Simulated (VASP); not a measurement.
A run of VASP 6.6.1 is set up as follows.

File POSCAR:

```
HfN
1.0
    2.8047598120      0.0000000000      0.0000000000
    0.0000000000      2.8047598120      0.0000000000
    0.0000000000      0.0000000000      2.8047598120
Hf N
1 1
Direct
    0.5000000000      0.5000000000      0.5000000000
    0.0000000000      0.0000000000      0.0000000000
```

Contents of INCAR.step1:

```
PREC = Accurate
ENCUT = 520
ISMEAR = -1
SIGMA = 0.05
LREAL = F
LASPH = T
NELM = 100
NBANDS = 14
GGA = PE
ALGO = Normal
EDIFF = 1E-4
LWAVE = T
LCHARG = F
```

The input INCAR.step2:

```
PREC = Accurate
ENCUT = 520
EDIFF = 1E-6
ISMEAR = -1
SIGMA = 0.05
LREAL = F
LASPH = T
NELM = 100
ALGO = Normal
ISIF = 2
LWAVE = F
LCHARG = F
METAGGA = R2SCAN
LMIXTAU = T
NBANDS = 14
ISTART = 1
```

The input KPOINTS:

```
regular mesh
0
Gamma
  9 9 9
```

Potentials or basis: VASP PAW PBE potentials, release 64 (Hf_pv, N).

The run is started by

```sh
$ cat potpaw_PBE.64/Hf_pv/POTCAR potpaw_PBE.64/N/POTCAR > POTCAR
$ cp INCAR.step1 INCAR
$ mpirun -np 1 vasp_std > vasp.out
$ cp INCAR.step2 INCAR
$ mpirun -np 1 vasp_std > vasp.out
```

(1) Estimate the pressure.

## Answers

(1) -2.8 GPa.

Caveat: the PAW data sets were made with another functional, which shifts forces and pressure a little.
